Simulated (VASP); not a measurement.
Here is a VASP 6.6.1 calculation.

The input INCAR:

```
SYSTEM = K2S
PREC = Accurate ; ENCUT = 500
EDIFF = 1E-6 ; ISMEAR = -1
SIGMA = 0.02 ; LREAL = .False.
LASPH = .True. ; NELM = 120
ALGO = Normal ; ISIF = 2
LWAVE = .False. ; LCHARG = .False.
GGA = PE ; NBANDS = 19
GGA_COMPAT = .False.
```

KPOINTS

```
Automatic mesh
0
Gamma
  6 6 6
  0 0 0
```

POSCAR

```
K2S
1.0
    0.0000000000      3.8119488923      3.8119488923
    3.8119488923      0.0000000000      3.8119488923
    3.8119488923      3.8119488923      0.0000000000
K S
2 1
Direct
    0.2500000000      0.2500000000      0.2500000000
    0.7500000000      0.7500000000      0.7500000000
    0.0000000000      0.0000000000      0.0000000000
```

Potentials or basis: VASP PAW PBE potentials, release 64 (K_sv, S).

Launch:

```sh
$ cat potpaw_PBE.64/K_sv/POTCAR potpaw_PBE.64/S/POTCAR > POTCAR
$ mpirun -np 1 vasp_std > vasp.out
```

Problem. What does it give for the pressure?

Solution. -1.0 GPa.

Problem. What does it give for the band gap on the k mesh?

Solution. 2.16 eV (least direct gap 2.29 eV).

Caveat: the cell differs from its parent crystal (strain +3.0%). A k mesh can miss the band edges.
